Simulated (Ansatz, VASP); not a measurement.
One calculation of SiMo3, two programs

INCAR

```
SYSTEM = SiMo3
PREC = Accurate ; ENCUT = 520
EDIFF = 1E-7 ; ISMEAR = 0
SIGMA = 0.15 ; LREAL = .False.
LASPH = .True. ; NELM = 80
ALGO = Fast ; ISIF = 2
LWAVE = .False. ; LCHARG = .False.
GGA = PE ; NBANDS = 56
```

KPOINTS

```
regular mesh
0
Gamma
  8 8 8
  0 0 0
```

POSCAR

```
SiMo3
1.0
    4.9064535172      0.0000000000      0.0000000000
    0.0000000000      4.9064535172      0.0000000000
    0.0000000000      0.0000000000      4.9064535172
Si Mo
2 6
Direct
    0.0000000000      0.0000000000      0.0000000000
    0.5000000000      0.5000000000      0.5000000000
    0.2805719802      0.0000000000      0.5000000000
    0.5000000000      0.7194280198      0.0000000000
    0.7194280198      0.0000000000      0.5000000000
    0.5000000000      0.2805719802      0.0000000000
    0.0000000000      0.5000000000      0.8111439605
    0.0000000000      0.5000000000      0.1888560395
```

Input for Ansatz:

```yaml
crystal:
  lattice:
    - [4.9064535172, 0.0, 0.0]
    - [0.0, 4.9064535172, 0.0]
    - [0.0, 0.0, 4.9064535172]
  atoms:
    - { symbol: Si, position: [0.0, 0.0, 0.0] }
    - { symbol: Si, position: [0.5, 0.5, 0.5] }
    - { symbol: Mo, position: [0.2805719802, 0.0, 0.5] }
    - { symbol: Mo, position: [0.5, 0.7194280198, 0.0] }
    - { symbol: Mo, position: [0.7194280198, 0.0, 0.5] }
    - { symbol: Mo, position: [0.5, 0.2805719802, 0.0] }
    - { symbol: Mo, position: [0.0, 0.5, 0.8111439605] }
    - { symbol: Mo, position: [0.0, 0.5, 0.1888560395] }
basis:
  ecutwfc: 420
kpoints:
  mp_grid: { grid: [8, 8, 8] }
hamiltonian:
  xc: pbe
scf:
  occupations: { method: gaussian, width: 0.15 }
output:
  forces: true
  stress: true
  eigenvalues: true
```

Change from the starting cell: mode 17 (280.1 1/cm) frozen in, largest displacement -0.300 Å.

Alike in both runs: task single point; functional PBE; k mesh 8 × 8 × 8; occupations gaussian, width 0.15 eV; no spin polarisation.

|  | VASP | Ansatz |
| --- | --- | --- |
| version | VASP 6.6.1 | Ansatz 0.2.0 |
| potentials or method | VASP PAW PBE potentials, release 64 (Si, Mo_sv), cutoff 520 eV | scalar-relativistic, plane waves, PAW |
| valence electrons in the cell | 92 | 92 |

|  | VASP | Ansatz | Ansatz less VASP |
| --- | --- | --- | --- |
| gap on the k mesh at the Fermi level (eV) | none | none | - |
| pressure (GPa) | 26.8 | 25.2 | -1.57 |
| traceless stress, the component that is largest in VASP (GPa) | 11.45 | 10.60 | -0.847 |
| rms of the force components (eV/Å) | 5.720 | 5.433 | -0.2869 |

Atom by atom the forces differ by 0.288 eV/Å (rms over components). A gap of «none» marks a metal or a gap that the smearing closes.
